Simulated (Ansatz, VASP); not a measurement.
## Si in VASP and in Ansatz

```xyz
2
Lattice="-2.2951 2.4150 1.3000 2.2951 -2.4150 1.3000 2.2951 2.4150 -1.3000" Properties=species:S:1:pos:R:3 pbc="T T T"
Si    0.0000    1.2075    1.4482
Si    2.2951    1.2075   -0.1482
```

Change from the starting cell: volume scaled by 1.06, PAW files.

Alike in both runs: task electric field gradients; functional PBE; k mesh 16 × 16 × 16; occupations fermi-dirac, width 0.05 eV; no spin polarisation.

|  | VASP | Ansatz |
| --- | --- | --- |
| version | VASP 6.6.1 | Ansatz 0.2.0 |
| potentials or method | VASP PAW PBE potentials, release 64 (Si) | PAW with Ansatz's default frozen-core files, scalar-relativistic |
| plane-wave cutoff (eV) | 520 | 420 |
| valence electrons in the cell | 8 | 8 |

Ansatz gave:

| Quantity | Value |
| --- | --- |
| pressure (GPa) | 6.7 |
| traceless stress, the component that is largest in VASP (GPa) | 0.83 |
| rms of the force components (eV/Å) | 0.026 |
| size of Vzz on the site where it differs most (V/Å²) | 24.7 |

Question: What did VASP give for the same quantities?

Answer: Pressure (GPa): 6.6; traceless stress, the component that is largest in VASP (GPa): 0.82; rms of the force components (eV/Å): 0.028; size of Vzz on the site where it differs most (V/Å²): 24.8.

Atom by atom the forces differ by 0.001 eV/Å (rms over components).
